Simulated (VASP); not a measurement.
# KF in VASP: notebook, part 2 of 2

VASP 6.6.1. Earlier steps stand in the parts before.

### Step 3. Single point, r2SCAN (strain +1.6%)

File POSCAR:

```
KF
1.0
    0.0000000000      2.7020357406      2.7020357406
    2.7020357406      0.0000000000      2.7020357406
    2.7020357406      2.7020357406      0.0000000000
K F
1 1
Direct
    0.0000000000      0.0000000000      0.0000000000
    0.5000000000      0.5000000000      0.5000000000
```

File INCAR.step1:

```
SYSTEM = KF
PREC = Accurate
ENCUT = 520
ISMEAR = 0
SIGMA = 0.01
LREAL = .FALSE.
LASPH = .TRUE.
NELM = 80
NBANDS = 15
GGA = PE
ALGO = Normal
EDIFF = 1E-4
LWAVE = .TRUE.
LCHARG = .FALSE.
```

File INCAR.step2:

```
SYSTEM = KF
PREC = Accurate
ENCUT = 520
EDIFF = 1E-7
ISMEAR = 0
SIGMA = 0.01
LREAL = .FALSE.
LASPH = .TRUE.
NELM = 80
ALGO = Normal
ISIF = 2
LWAVE = .FALSE.
LCHARG = .TRUE.
METAGGA = R2SCAN
LMIXTAU = .TRUE.
LELF = .TRUE.
LVHAR = .TRUE.
NBANDS = 15
ISTART = 1
```

File KPOINTS:

```
regular mesh
0
G
  8 8 8
  0 0 0
```

Potentials or basis: VASP PAW PBE potentials, release 64 (K_sv, F).

Started as:

```
$ cat potpaw_PBE.64/K_sv/POTCAR potpaw_PBE.64/F/POTCAR > POTCAR
$ cp INCAR.step1 INCAR
$ mpirun -np 1 vasp_std > vasp.out
$ cp INCAR.step2 INCAR
$ mpirun -np 1 vasp_std > vasp.out
```

OUTCAR:

```text
SYSTEM = KF
   PREC = Accurate
   ENCUT = 520
   EDIFF = 1E-7
   ISMEAR = 0
   LREAL = .FALSE.
   LASPH = .TRUE.
   NELM = 80
   ISIF = 2
   METAGGA = R2SCAN
   ISTART = 1

 ion  position               nearest neighbor table
   1  0.000  0.000  0.000-   2 2.70   2 2.70   2 2.70   2 2.70   2 2.70   2 2.70
   2  0.500  0.500  0.500-   1 2.70   1 2.70   1 2.70   1 2.70   1 2.70   1 2.70

  LATTYP: Found a face centered cubic cell.
 ALAT       =     5.4040714812

  Lattice vectors:

 A1 = (   0.0000000000,   2.7020357406,   2.7020357406)
 A2 = (   2.7020357406,   0.0000000000,   2.7020357406)
 A3 = (   2.7020357406,   2.7020357406,   0.0000000000)

Analysis of symmetry for initial positions (statically):
=====================================================================
 Subroutine PRICEL returns:
 Original cell was already a primitive cell.

 Routine SETGRP: Setting up the symmetry group for a
 face centered cubic supercell.

 Subroutine GETGRP returns: Found 48 space group operations
 (whereof 48 operations were pure point group operations)
 out of a pool of 48 trial point group operations.

The static configuration has the point symmetry O_h .

Analysis of symmetry for dynamics (positions and initial velocities):
=====================================================================
 Subroutine PRICEL returns:
 Original cell was already a primitive cell.

 Routine SETGRP: Setting up the symmetry group for a
 face centered cubic supercell.

 Subroutine GETGRP returns: Found 48 space group operations
 (whereof 48 operations were pure point group operations)
 out of a pool of 48 trial point group operations.

The dynamic configuration has the point symmetry O_h .

 Subroutine INISYM returns: Found 48 space group operations
 (whereof 48 operations are pure point group operations),
 and found     1 'primitive' translations

----------------------------------------------------------------------------------------

[... 121 lines left out ...]
   LEPSILON=     F    determine dielectric tensor
   LRPA    =     F    only Hartree local field effects (RPA)
 non-spin polarized calculation
 Gauss-broadening in eV      SIGMA  =   0.01
  energy-cutoff  :      520.00
  volume of cell :       39.46
 maximum number of plane-waves:      1072
   NGX = 15   NGY = 15   NGZ = 15

 number of electron      15.9999985 magnetization

 Free energy of the ion-electron system (eV)
  ---------------------------------------------------
  ext. energy  EPLUGINS =         0.00000000
  ---------------------------------------------------
  free energy    TOTEN  =       -14.96586757 eV

  energy without entropy =      -14.96586757  energy(sigma->0) =      -14.96586757

 E-fermi :  -3.2677     XC(G=0):  -8.7301

 val. band max:       -3.4326059950   @ k =   0.0000   0.0000   0.0000
 cond. band min:       3.2203939491   @ k =   0.0000   0.0000   0.0000
 fundamental gap:      6.6529999441
 Fermi energy:        -3.2677202270

 k-point     1 :       0.0000    0.0000    0.0000
  band No.  band energies     occupation
      1     -30.6543      2.00000
      2     -23.2058      2.00000
      3     -13.1628      2.00000
      4     -13.1628      2.00000
      5     -13.1628      2.00000
      6      -3.4326      2.00000
      7      -3.4326      2.00000
      8      -3.4326      2.00000
      9       3.2204      0.00000
     10       7.9267      0.00000
     11       7.9267      0.00000
     12       7.9267      0.00000
     13       9.7408      0.00000
     14       9.7408      0.00000
[... 401 lines left out ...]
      2     -23.2575      2.00000
      3     -13.4518      2.00000
      4     -13.3531      2.00000
      5     -13.2292      2.00000
      6      -3.9575      2.00000
      7      -3.6864      2.00000
      8      -3.6699      2.00000
      9       6.4371      0.00000
     10       7.1087      0.00000
     11       8.9618      0.00000
     12       9.9874      0.00000
     13      11.2883      0.00000
     14      12.2552      0.00000
     15      12.5974      0.00000

 [... further k-points ...]

------------------------ aborting loop because EDIFF is reached ----------------------------------------

  FORCE on cell =-STRESS in cart. coord.  units (eV):
  Direction    XX          YY          ZZ          XY          YZ          ZX
  --------------------------------------------------------------------------------------
  -------------------------------------------------------------------------------------
  Total       -0.3861456     -0.3861456     -0.3861456      0.0000000      0.0000000      0.0000000
  in kB      -15.6804446    -15.6804446    -15.6804446      0.0000000      0.0000000      0.0000000
  external PRESSURE =     -15.6804446 kB  Pullay stress =       0.0000000 kB

 VOLUME and BASIS-vectors are now :
 -----------------------------------------------------------------------------
  energy-cutoff  :      520.00
  volume of cell :       39.46
      direct lattice vectors                 reciprocal lattice vectors
     0.000000000  2.702035741  2.702035741    -0.185045665  0.185045665  0.185045665
     2.702035741  0.000000000  2.702035741     0.185045665 -0.185045665  0.185045665
     2.702035741  2.702035741  0.000000000     0.185045665  0.185045665 -0.185045665

 POSITION                                       TOTAL-FORCE (eV/Angst)
 -----------------------------------------------------------------------------------
      0.00000      0.00000      0.00000        -0.000000      0.000000     -0.000000
      2.70204      2.70204      2.70204         0.000000     -0.000000      0.000000
 -----------------------------------------------------------------------------------
    total drift:                                0.000000      0.000000      0.000000

  FREE ENERGIE OF THE ION-ELECTRON SYSTEM (eV)
  ---------------------------------------------------
  free  energy   TOTEN  =       -14.9658675681 eV

  energy  without entropy=      -14.9658675681  energy(sigma->0) =      -14.96586757
```

OSZICAR.step1:

```text
N       E                     dE             d eps       ncg     rms          rms(c)
DAV:   1     0.110307612312E+03    0.11031E+03   -0.81770E+03   870   0.103E+03
DAV:   2    -0.460359531514E+01   -0.11491E+03   -0.10439E+03  1159   0.280E+02
DAV:   3    -0.942605685091E+01   -0.48225E+01   -0.47909E+01  1166   0.504E+01
DAV:   4    -0.957050719060E+01   -0.14445E+00   -0.14442E+00  1157   0.801E+00
DAV:   5    -0.957244588677E+01   -0.19387E-02   -0.19387E-02  1213   0.820E-01    0.628E+00
DAV:   6    -0.833140233794E+01    0.12410E+01   -0.35670E+00   905   0.145E+01    0.385E+00
DAV:   7    -0.830124431423E+01    0.30158E-01   -0.66809E-02  1080   0.223E+00    0.215E+00
DAV:   8    -0.829616229100E+01    0.50820E-02   -0.53046E-02   968   0.225E+00    0.197E-01
DAV:   9    -0.829779244083E+01   -0.16301E-02   -0.38137E-03  1059   0.511E-01    0.123E-01
DAV:  10    -0.829839292423E+01   -0.60048E-03   -0.47939E-04   926   0.186E-01    0.637E-02
DAV:  11    -0.829852721446E+01   -0.13429E-03   -0.13223E-04   888   0.949E-02    0.190E-02
DAV:  12    -0.829852658163E+01    0.63283E-06   -0.10959E-05   687   0.342E-02
   1 F= -.82985266E+01 E0= -.82985266E+01  d E =-.431572E-98
```

Run time: 63 s. Hardware: 1 thread of Intel Xeon Platinum 8259CL at 2.50GHz (Skylake/Cascade Lake), shared host; peak memory 0.17 GiB.

Results:

| Property | Result |
| --- | --- |
| Free energy | -14.9659 eV |
| Pressure | -1.6 GPa |
| Band gap on the k mesh | 6.65 eV |

Caveat: the cell differs from its parent crystal (strain +1.6%); the PAW data sets were made with another functional, which shifts forces and pressure a little. A k mesh can miss the band edges.

### Step 4. Single point, PBE (epitaxial 111 strain +2.1%)

File INCAR:

```
ALGO = Normal
EDIFF = 1E-7
ENCUT = 520
GGA = PE
ISIF = 2
ISMEAR = -1
LASPH = T
LCHARG = F
LREAL = F
LWAVE = F
NBANDS = 15
NELM = 80
PREC = Accurate
SIGMA = 0.02
```

File KPOINTS:

```
k-points
0
Gamma
  8 8 8
```

File POSCAR:

```
KF
1.0
   -0.0760699505      2.6379311127      2.6379311127
    2.6379311127     -0.0760699505      2.6379311127
    2.6379311127      2.6379311127     -0.0760699505
K F
1 1
Direct
    0.0000000000      0.0000000000      0.0000000000
    0.5000000000      0.5000000000      0.5000000000
```

Started as:

```
$ cat potpaw_PBE.64/K_sv/POTCAR potpaw_PBE.64/F/POTCAR > POTCAR
$ mpirun -np 1 vasp_std > vasp.out
```

It took 28 s on 1 thread of Intel Xeon Platinum 8259CL at 2.50GHz (Skylake/Cascade Lake), shared host; peak memory 0.17 GiB.

Results (log left out):

| Quantity | Value |
| --- | --- |
| Free energy | -8.2880 eV |
| Pressure | 1.2 GPa |
| Band gap on the k mesh | 6.11 eV |

Stress tensor (GPa, compression positive):
```
1.25 0.34 0.34
0.34 1.25 0.34
0.34 0.34 1.25
```

Levels at points of the mesh, in eV from the valence-band top:
| k point | band 5 | band 6 | band 7 | band 8 | band 9 | band 10 | band 11 | band 12 |
| --- | --- | --- | --- | --- | --- | --- | --- | --- |
| (0.00, 0.00, 0.00) | -9.43 | -0.04 | -0.04 | 0.00 | 6.11 | 10.48 | 10.48 | 10.93 |
| (0.50, 0.00, 0.00) | -9.46 | -0.82 | -0.38 | -0.32 | 8.98 | 10.50 | 11.80 | 12.20 |
| (0.50, 0.50, 0.00) | -9.63 | -0.25 | -0.10 | -0.07 | 8.16 | 10.24 | 11.75 | 13.53 |
| (0.50, 0.50, 0.50) | -9.49 | -0.81 | -0.42 | -0.42 | 9.11 | 10.67 | 12.06 | 12.06 |

Caveat: the cell differs from its parent crystal (epitaxial 111 strain +2.1%). A k mesh can miss the band edges.

### Step 5. Single point, r2SCAN (epitaxial 111 strain +2.1%)

POSCAR is that of step 4.

File INCAR.step1:

```
PREC     = Accurate       # precision mode
ENCUT    = 520            # plane-wave cutoff, eV
ISMEAR   = 0              # smearing method
SIGMA    = 0.01           # smearing width, eV
LREAL    = False          # projectors in reciprocal space
LASPH    = True           # aspherical terms in the spheres
NELM     = 100            # most SCF steps
NBANDS   = 15             # bands
GGA      = PE             # functional
ALGO     = Normal         # electronic algorithm
EDIFF    = 1E-4           # SCF threshold, eV
LWAVE    = True           # write WAVECAR
LCHARG   = False          # write CHGCAR
```

File INCAR.step2:

```
PREC     = Accurate       # precision mode
ENCUT    = 520            # plane-wave cutoff, eV
EDIFF    = 1E-6           # SCF threshold, eV
ISMEAR   = 0              # smearing method
SIGMA    = 0.01           # smearing width, eV
LREAL    = False          # projectors in reciprocal space
LASPH    = True           # aspherical terms in the spheres
NELM     = 100            # most SCF steps
ALGO     = Normal         # electronic algorithm
ISIF     = 2              # what is computed and relaxed
LWAVE    = False          # write WAVECAR
LCHARG   = False          # write CHGCAR
METAGGA  = R2SCAN         # meta-GGA
LMIXTAU  = True         
NBANDS   = 15             # bands
ISTART   = 1
```

File KPOINTS:

```
Automatic mesh
0
Gamma
  8 8 8
```

Started as:

```
$ cat potpaw_PBE.64/K_sv/POTCAR potpaw_PBE.64/F/POTCAR > POTCAR
$ cp INCAR.step1 INCAR
$ mpirun -np 1 vasp_std > vasp.out
$ cp INCAR.step2 INCAR
$ mpirun -np 1 vasp_std > vasp.out
```

Run time: 1.9 min. Hardware: 1 thread of Intel Xeon Platinum 8259CL at 2.50GHz (Skylake/Cascade Lake), shared host; peak memory 0.18 GiB.

It converged, with:

* Free energy: -14.9689 eV
* Pressure: -0.7 GPa
* Band gap on the k mesh: 6.78 eV

Stress tensor (GPa, compression positive):
```
-0.69  0.33  0.33
 0.33 -0.69  0.33
 0.33  0.33 -0.69
```

Levels at points of the mesh, in eV from the valence-band top:
```csv
k point,band 4,band 5,band 6,band 7,band 8,band 9,band 10,band 11,band 12,band 13
"(0.00, 0.00, 0.00)",-9.66,-9.65,-0.04,-0.04,0.00,6.78,11.25,11.25,11.72,13.28
"(0.50, 0.00, 0.00)",-9.69,-9.68,-0.79,-0.37,-0.31,9.59,11.15,12.64,13.07,15.14
"(0.50, 0.50, 0.00)",-9.88,-9.85,-0.24,-0.10,-0.06,8.73,11.16,12.37,14.54,15.02
"(0.50, 0.50, 0.50)",-9.71,-9.71,-0.79,-0.41,-0.41,9.72,11.32,12.92,12.92,15.25
```

Caveat: the cell differs from its parent crystal (epitaxial 111 strain +2.1%); the PAW data sets were made with another functional, which shifts forces and pressure a little.

### Step 6. The runs side by side

| level | cell | smearing | gap on the mesh (eV) | pressure (GPa) |
| --- | --- | --- | --- | --- |
| PBE | a = 3.821 Å, angles 60.0°, 2 atoms | fermi-dirac 0.02 eV | 5.99 | 0.3 |
| r2SCAN | a = 3.821 Å, angles 60.0°, 2 atoms | gaussian 0.01 eV | 6.65 | -1.6 |
| PBE | a = 3.731 Å, angles 61.9°, 2 atoms | fermi-dirac 0.02 eV | 6.11 | 1.2 |
| r2SCAN | a = 3.731 Å, angles 61.9°, 2 atoms | gaussian 0.01 eV | 6.78 | -0.7 |

Alike in all rows: task single point; potentials or basis VASP PAW PBE potentials, release 64 (K_sv, F); no spin polarisation; k mesh 8 × 8 × 8; cutoff (eV) 520.

Caveats: the PAW data sets were made with another functional, which shifts forces and pressure a little (at least some runs).

Total energies depend on the potentials used, so only differences within one code and one set of settings carry meaning.
